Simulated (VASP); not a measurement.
# NiO (Fm-3m) in VASP: single point with r2SCAN+U

Aim: the single point of NiO with r2SCAN+U.

All numbers are computed with VASP 6.6.1; they aren't measurements. Logs are shortened: lines on timing, memory, paths and dates and some standing lists are left out, and cuts for length are marked.

**1. The cell of the first run**

The structure is cubic, space group Fm-3m (No. 225). The conventional cell has a = 4.183 Å, b = 4.183 Å, c = 4.183 Å, α = 90.00°, β = 90.00°, γ = 90.00°. Within 2.8 Å of Ni (site symmetry m-3m) lie 6 O at 2.09 Å. Within 2.8 Å of O (site symmetry m-3m) lie 6 Ni at 2.09 Å.

**2. Single point, r2SCAN+U, collinear spin, ferromagnetic start**

POSCAR reads:

```
NiO
1.0
    0.0000000000      2.0913095100      2.0913095100
    2.0913095100      0.0000000000      2.0913095100
    2.0913095100      2.0913095100      0.0000000000
Ni O
1 1
Direct
    0.0000000000      0.0000000000      0.0000000000
    0.5000000000      0.5000000000      0.5000000000
```

INCAR.step1 reads:

```
SYSTEM = NiO
ALGO = Normal
EDIFF = 1E-4
ENCUT = 520
GGA = PE
ISMEAR = 0
ISPIN = 2
LASPH = .TRUE.
LCHARG = .FALSE.
LDAU = .TRUE.
LDAUJ = 0 0
LDAUL = 2 -1
LDAUTYPE = 2
LDAUU = 2 0
LMAXMIX = 4
LREAL = .FALSE.
LWAVE = .TRUE.
MAGMOM = 1.9 0.22
NBANDS = 19
NELM = 150
PREC = Accurate
SIGMA = 0.05
```

INCAR.step2 reads:

```
SYSTEM = NiO
ALGO = Normal
EDIFF = 1E-6
ENCUT = 520
ISIF = 2
ISMEAR = 0
ISPIN = 2
ISTART = 1
LASPH = .TRUE.
LCHARG = .TRUE.
LDAU = .TRUE.
LDAUJ = 0 0
LDAUL = 2 -1
LDAUPRINT = 1
LDAUTYPE = 2
LDAUU = 2 0
LELF = .TRUE.
LMAXMIX = 4
LMIXTAU = .TRUE.
LORBIT = 11
LREAL = .FALSE.
LVHAR = .TRUE.
LWAVE = .FALSE.
MAGMOM = 1.9 0.22
METAGGA = R2SCAN
NBANDS = 19
NELM = 150
PREC = Accurate
SIGMA = 0.05
```

KPOINTS reads:

```
k-points
0
G
  8 8 8
  0 0 0
```

Potentials or basis: VASP PAW PBE potentials, release 64 (Ni, O).

Run with:

```console
$ cat potpaw_PBE.64/Ni/POTCAR potpaw_PBE.64/O/POTCAR > POTCAR
$ cp INCAR.step1 INCAR
$ mpirun -np 1 vasp_std > vasp.out
$ cp INCAR.step2 INCAR
$ mpirun -np 1 vasp_std > vasp.out
```

OUTCAR:

```text
SYSTEM = NiO
   EDIFF = 1E-6
   ENCUT = 520
   ISIF = 2
   ISMEAR = 0
   ISPIN = 2
   ISTART = 1
   LASPH = .TRUE.
   LORBIT = 11
   LREAL = .FALSE.
   METAGGA = R2SCAN
   NELM = 150
   PREC = Accurate

 ion  position               nearest neighbor table
   1  0.000  0.000  0.000-   2 2.09   2 2.09   2 2.09   2 2.09   2 2.09   2 2.09
   2  0.500  0.500  0.500-   1 2.09   1 2.09   1 2.09   1 2.09   1 2.09   1 2.09

  LATTYP: Found a face centered cubic cell.
 ALAT       =     4.1826190200

  Lattice vectors:

 A1 = (   0.0000000000,   2.0913095100,   2.0913095100)
 A2 = (   2.0913095100,   0.0000000000,   2.0913095100)
 A3 = (   2.0913095100,   2.0913095100,   0.0000000000)

Analysis of symmetry for initial positions (statically):
=====================================================================
 Subroutine PRICEL returns:
 Original cell was already a primitive cell.

 Routine SETGRP: Setting up the symmetry group for a
 face centered cubic supercell.

 Subroutine GETGRP returns: Found 48 space group operations
 (whereof 48 operations were pure point group operations)
 out of a pool of 48 trial point group operations.

The static configuration has the point symmetry O_h .

Analysis of symmetry for dynamics (positions and initial velocities):
=====================================================================
 Subroutine PRICEL returns:
 Original cell was already a primitive cell.

 Routine SETGRP: Setting up the symmetry group for a
 face centered cubic supercell.

 Subroutine GETGRP returns: Found 48 space group operations
 (whereof 48 operations were pure point group operations)
 out of a pool of 48 trial point group operations.

The dynamic configuration has the point symmetry O_h .

Analysis of structural, dynamic, and magnetic symmetry:
=====================================================================
 Subroutine PRICEL returns:
 Original cell was already a primitive cell.

 Routine SETGRP: Setting up the symmetry group for a
 face centered cubic supercell.

 Subroutine GETGRP returns: Found 48 space group operations
 (whereof 48 operations were pure point group operations)
 out of a pool of 48 trial point group operations.

The overall configuration has the point symmetry O_h .

 Subroutine INISYM returns: Found 48 space group operations
 (whereof 48 operations are pure point group operations),
 and found     1 'primitive' translations

----------------------------------------------------------------------------------------

                                     Primitive cell

  volume of cell :      18.2930

  direct lattice vectors                    reciprocal lattice vectors
     0.000000000  2.091309510  2.091309510    -0.239084649  0.239084649  0.239084649
     2.091309510  0.000000000  2.091309510     0.239084649 -0.239084649  0.239084649
     2.091309510  2.091309510  0.000000000     0.239084649  0.239084649 -0.239084649

  length of vectors
     2.957558272  2.957558272  2.957558272     0.414106759  0.414106759  0.414106759

  position of ions in fractional coordinates (direct lattice)
     0.000000000  0.000000000  0.000000000
     0.500000000  0.500000000  0.500000000

  ion indices of the primitive-cell ions
   primitive index   ion index
                 1           1
                 2           2

----------------------------------------------------------------------------------------

 KPOINTS: k-points

Automatic generation of k-mesh.
[... 60 lines left out ...]
   ISPIN  =      2    spin polarized calculation?
   LNONCOLLINEAR =      F non collinear calculations
   LSORBIT =      F    spin-orbit coupling
   LASPH  =      T    aspherical Exc in radial PAW
   ENCUT  =  520.0 eV  38.22 Ry    6.18 a.u.   5.50  5.50  5.50*2*pi/ulx,y,z
   NELM   =    150;   NELMIN=  2; NELMDL=  0     # of ELM steps
   EDIFF  = 0.1E-05   stopping-criterion for ELM
   LREAL  =      F    real-space projection
   EDIFFG = 0.1E-04   stopping-criterion for IOM
   NSW    =      0    number of steps for IOM
   IBRION =     -1    ionic relax: 0-MD 1-quasi-New 2-CG
   NFREE  =      0    steps in history (QN), initial steepest desc. (CG)
   ISIF   =      2    stress and relaxation
   ISYM   =      2    0-nonsym 1-usesym 2-fastsym
   POTIM  = 0.5000    time-step for ionic-motion
   TEBEG  =    0.0;   TEEND  =   0.0 temperature during run
   PSTRESS=    0.0 pullay stress
   NELECT =      16.0000    total number of electrons
   NUPDOWN=      -1.0000    fix difference up-down
   EMIN   =  10.00;   EMAX   =-10.00  energy-range for DOS
   EFERMI =   0.00;   METHOD = LEGACY
   ISMEAR =     0;   SIGMA  =   0.05  broadening in eV -4-tet -1-fermi 0-gaus
   EFERMI_NEDOS =   21; number of points for ismear=-14 and -15
   IALGO  =     38    algorithm
   IMIX   =      4    mixing-type and parameters
     AMIX     =   0.40;   BMIX     =  1.00
     AMIX_MAG =   1.60;   BMIX_MAG =  1.00
  volume/ion in A,a.u.               =       9.15        61.72
  Fermi-wavevector in a.u.,A,eV,Ry     =   1.565621  2.958594 33.350161  2.451168
  Thomas-Fermi vector in A             =   2.668070
   LORBIT       =     11    0 simple, 1 ext, 2 COOP (PROOUT), +10 PAW based schemes
 LDA+U is selected, type is set to LDAUTYPE =  2
   angular momentum for each species LDAUL =     2   -1
   U (eV)           for each species LDAUU =   2.0  0.0
   J (eV)           for each species LDAUJ =   0.0  0.0
   METAGGA = R2SCAN    functional components
   LHFCALC =     F    Hartree Fock is set to
   AEXX    =    0.0000 exact exchange contribution
   IVDW    =     0    specifies the selected vdW correction
   LEPSILON=     F    determine dielectric tensor
   LRPA    =     F    only Hartree local field effects (RPA)
 spin polarized calculation
 Gauss-broadening in eV      SIGMA  =   0.05
  energy-cutoff  :      520.00
  volume of cell :       18.29
 maximum number of plane-waves:       531
 NGX is ok and might be reduce to    24
   NGX = 11   NGY = 11   NGZ = 11

atom =   1  type =  1  l = 2

 onsite density matrix

spin component  1

  0.9741 -0.0000  0.0000 -0.0000 -0.0000
 -0.0000  0.9741  0.0000  0.0000 -0.0000
  0.0000  0.0000  1.0200 -0.0000  0.0000
 -0.0000  0.0000 -0.0000  0.9741  0.0000
 -0.0000 -0.0000  0.0000  0.0000  1.0200

spin component  2

  0.9717 -0.0000  0.0000 -0.0000  0.0000
 -0.0000  0.9717  0.0000  0.0000  0.0000
  0.0000  0.0000  0.1574  0.0000  0.0000
 -0.0000  0.0000  0.0000  0.9717 -0.0000
  0.0000  0.0000  0.0000 -0.0000  0.1574

 occupancies and eigenvectors

  o =  0.1574  v =  0.0000  0.0000  0.0000  0.0000  0.0000  0.0000 -0.0000  0.0190  0.0000 -0.9998      0.0000  0.0000  0.0000  0.0000  0.0000  0.0000  0.0000  0.0000  0.0000  0.0000
  o =  0.1574  v =  0.0000  0.0000  0.0000  0.0000  0.0000  0.0000 -0.0000  0.9998 -0.0000  0.0190      0.0000  0.0000  0.0000  0.0000  0.0000  0.0000  0.0000  0.0000  0.0000  0.0000
  o =  0.9717  v =  0.0000  0.0000  0.0000  0.0000  0.0000  1.0000  0.0000  0.0000  0.0000  0.0000      0.0000  0.0000  0.0000  0.0000  0.0000  0.0000  0.0000  0.0000  0.0000  0.0000
  o =  0.9717  v =  0.0000  0.0000  0.0000  0.0000  0.0000  0.0000 -0.8269 -0.0000  0.5624 -0.0000      0.0000  0.0000  0.0000  0.0000  0.0000  0.0000  0.0000  0.0000  0.0000  0.0000
  o =  0.9717  v =  0.0000  0.0000  0.0000  0.0000  0.0000  0.0000 -0.5624 -0.0000 -0.8269  0.0000      0.0000  0.0000  0.0000  0.0000  0.0000  0.0000  0.0000  0.0000  0.0000  0.0000
  o =  0.9741  v =  1.0000  0.0000  0.0000  0.0000  0.0000  0.0000  0.0000  0.0000  0.0000  0.0000      0.0000  0.0000  0.0000  0.0000  0.0000  0.0000  0.0000  0.0000  0.0000  0.0000
  o =  0.9741  v =  0.0000  0.3386  0.0000 -0.9409 -0.0000  0.0000  0.0000  0.0000  0.0000  0.0000      0.0000  0.0000  0.0000  0.0000  0.0000  0.0000  0.0000  0.0000  0.0000  0.0000
  o =  0.9741  v =  0.0000 -0.9409  0.0000 -0.3386  0.0000  0.0000  0.0000  0.0000  0.0000  0.0000      0.0000  0.0000  0.0000  0.0000  0.0000  0.0000  0.0000  0.0000  0.0000  0.0000
  o =  1.0200  v =  0.0000 -0.0000  0.0108  0.0000 -0.9999  0.0000  0.0000  0.0000  0.0000  0.0000      0.0000  0.0000  0.0000  0.0000  0.0000  0.0000  0.0000  0.0000  0.0000  0.0000
  o =  1.0200  v =  0.0000 -0.0000 -0.9999 -0.0000 -0.0108  0.0000  0.0000  0.0000  0.0000  0.0000      0.0000  0.0000  0.0000  0.0000  0.0000  0.0000  0.0000  0.0000  0.0000  0.0000

 number of electron      16.0000005 magnetization       2.0000001

 Free energy of the ion-electron system (eV)
  ---------------------------------------------------
  ext. energy  EPLUGINS =         0.00000000
  ---------------------------------------------------
  free energy    TOTEN  =       -19.68501044 eV

  energy without entropy =      -19.68501044  energy(sigma->0) =      -19.68501044

 E-fermi :   7.3251     XC(G=0): -13.3740

 val. band max:        7.0336517231   @ k =   0.5000   0.0000   0.0000
 cond. band min:       8.8450448015   @ k =   0.0000   0.0000   0.0000
 fundamental gap:      1.8113930785
 Fermi energy:         7.3250793604

 spin component 1

 k-point     1 :       0.0000    0.0000    0.0000
  band No.  band energies     occupation
      1     -13.4809      1.00000
      2       2.3081      1.00000
      3       2.3082      1.00000
      4       3.3468      1.00000
      5       3.3469      1.00000
      6       3.3469      1.00000
[... 1049 lines left out ...]
     18      40.0911      0.00000
     19      40.9827      0.00000

 [... further k-points ...]
[... 5 lines left out ...]
  --------------------------------------------------------------------------------------
  -------------------------------------------------------------------------------------
  Total       -0.0011462     -0.0011462     -0.0011462      0.0000000      0.0000000      0.0000000
  in kB       -0.1003933     -0.1003933     -0.1003933      0.0000000      0.0000000      0.0000000
  external PRESSURE =      -0.1003933 kB  Pullay stress =       0.0000000 kB

 VOLUME and BASIS-vectors are now :
 -----------------------------------------------------------------------------
  energy-cutoff  :      520.00
  volume of cell :       18.29
      direct lattice vectors                 reciprocal lattice vectors
     0.000000000  2.091309510  2.091309510    -0.239084649  0.239084649  0.239084649
     2.091309510  0.000000000  2.091309510     0.239084649 -0.239084649  0.239084649
     2.091309510  2.091309510  0.000000000     0.239084649  0.239084649 -0.239084649

 POSITION                                       TOTAL-FORCE (eV/Angst)
 -----------------------------------------------------------------------------------
      0.00000      0.00000      0.00000         0.000000      0.000000     -0.000000
      2.09131      2.09131      2.09131        -0.000000     -0.000000      0.000000
 -----------------------------------------------------------------------------------
    total drift:                                0.000000     -0.000000     -0.000000

  FREE ENERGIE OF THE ION-ELECTRON SYSTEM (eV)
  ---------------------------------------------------
  free  energy   TOTEN  =       -19.6850104416 eV

  energy  without entropy=      -19.6850104416  energy(sigma->0) =      -19.68501044

 total charge

# of ion       s       p       d       tot
------------------------------------------
    1        0.338   0.421   8.168   8.927
    2        1.553   3.506   0.000   5.059
--------------------------------------------------
tot          1.891   3.927   8.168  13.986

 magnetization (x)

# of ion       s       p       d       tot
------------------------------------------
    1        0.012   0.012   1.732   1.757
    2        0.024   0.201   0.000   0.225
--------------------------------------------------
tot          0.036   0.213   1.732   1.982
```

Run time: 59 s. Hardware: 1 thread of Intel Xeon Platinum 8259CL at 2.50GHz (Skylake/Cascade Lake), shared host; peak memory 0.16 GiB.

What came out:

```
Free energy                                           : -19.6850 eV
Pressure                                              : 0.0 GPa
Band gap on the k mesh                                : 1.81 eV, indirect (least direct gap 2.78 eV)
Net moment                                            : 2.00 μB per cell
Site moments                                          : Ni +1.76; O +0.23 μB
Valence electrons inside the program's atomic spheres : Ni 8.93; O 5.06
```

Levels at points of the mesh, in eV from the valence-band top:
Spin up:
```csv
k point,band 5,band 6,band 7,band 8,band 9,band 10,band 11,band 12,band 13,band 14
"(0.00, 0.00, 0.00)",-3.69,-3.69,-2.22,-2.22,-2.22,2.63,19.23,19.47,19.47,19.47
"(0.50, 0.00, 0.00)",-3.14,-3.14,-2.26,0.00,0.00,6.79,11.37,15.27,15.27,22.14
"(0.50, 0.50, 0.00)",-3.82,-3.58,-3.58,-2.81,-2.81,7.18,12.14,12.66,18.19,18.19
```
Spin down:
| k point | band 3 | band 4 | band 5 | band 6 | band 7 | band 8 | band 9 | band 10 | band 11 | band 12 |
| --- | --- | --- | --- | --- | --- | --- | --- | --- | --- | --- |
| (0.00, 0.00, 0.00) | -2.78 | -2.78 | -1.65 | -1.65 | -1.65 | 1.81 | 1.81 | 3.16 | 19.32 | 19.81 |
| (0.50, 0.00, 0.00) | -3.94 | -3.94 | -1.66 | -1.66 | -1.33 | 4.41 | 4.41 | 7.08 | 12.12 | 15.71 |
| (0.50, 0.50, 0.00) | -3.58 | -3.08 | -3.07 | -1.83 | -1.83 | 2.29 | 2.80 | 7.87 | 12.67 | 13.03 |

Eigenvalues of the final occupation matrices:
```
    site  spin  trace               eigenvalues
site 1 d     1   4.96  0.97 0.97 0.97 1.02 1.02
site 1 d     2   3.23  0.16 0.16 0.97 0.97 0.97
```

Caveat: the PAW data sets were made with another functional, which shifts forces and pressure a little; a cell with one magnetic atom can't hold antiferromagnetic order, which such compounds often take. A k mesh can miss the band edges.
